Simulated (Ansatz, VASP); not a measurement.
## SiC in VASP and in Ansatz

```
CELL_PARAMETERS angstrom
0.00000 2.23273 2.23273
2.23273 0.00000 2.23273
2.23273 2.23273 0.00000
ATOMIC_POSITIONS crystal
Si 0.00000 0.00000 0.00000
C 0.25000 0.25000 0.25000
```

Alike in both runs: task single point; functional PBE; k mesh 8 × 8 × 8; no spin polarisation.

|  | VASP | Ansatz |
| --- | --- | --- |
| version | VASP 6.6.1 | Ansatz 0.2.0 |
| potentials or method | VASP PAW PBE potentials, release 64 (Si, C) | plane waves, PAW |
| plane-wave cutoff (eV) | 520 | 420 |
| occupations | gaussian, width 0.01 eV | fixed |
| valence electrons in the cell | 8 | 8 |

|  | VASP | Ansatz | Ansatz less VASP |
| --- | --- | --- | --- |
| gap on the k mesh at the Fermi level (eV) | 1.42 | 1.42 | +0.001 |
| pressure (GPa) | -11.0 | -11.0 | +0.03 |
